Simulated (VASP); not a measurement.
Wanted: the native input for a VASP 6.6.1 run.

```
Task                   : single point
Functional             : PBEsol
Potentials or basis    : VASP PAW PBE potentials, release 64 (Pb_d)
Cutoff                 : 520 eV
k mesh                 : 10 × 10 × 10
Occupations            : fermi-dirac, width 0.136057 eV
Spin                   : no spin polarisation
Dipole correction      : no
Further INCAR settings : ALGO = Normal; EDIFF = 1e-06; NBANDS = 13
```

The structure of Pb lies in POSCAR:

```
Pb
1.0
    3.1892543207      0.0000000000      0.0000000000
    0.0000000000      3.1892543207      0.0000000000
    0.0000000000      0.0000000000      3.1892543207
Pb
1
Direct
    0.0000000000      0.0000000000      0.0000000000
```

One way to write it, as run:

INCAR

```
SYSTEM = Pb
PREC = Accurate
ENCUT = 520
EDIFF = 1E-6
ISMEAR = -1
SIGMA = 0.13605693000000002
LREAL = .False.
LASPH = .True.
NELM = 60
ALGO = Normal
ISIF = 2
LWAVE = .False.
LCHARG = .False.
GGA = PS
NBANDS = 13
```

KPOINTS

```
Automatic mesh
0
Gamma
  10 10 10
  0 0 0
```

Potentials or basis: VASP PAW PBE potentials, release 64 (Pb_d).

The run is started by

```bash
$ cat potpaw_PBE.64/Pb_d/POTCAR > POTCAR
$ mpirun -np 1 vasp_std > vasp.out
```

It gave:

- Pressure: -0.4 GPa
- Band gap on the k mesh: zero (band 7 reaches 11.19 eV, above the bottom of band 8 at 4.23 eV)

Caveat: the PAW data sets were made with another functional, which shifts forces and pressure a little; spin-orbit coupling is left out, which moves the levels of the heavy elements.

Wall time 5.8 s on 1 thread of Intel Xeon 6975P-C, on a shared host, peak memory 0.15 GiB.
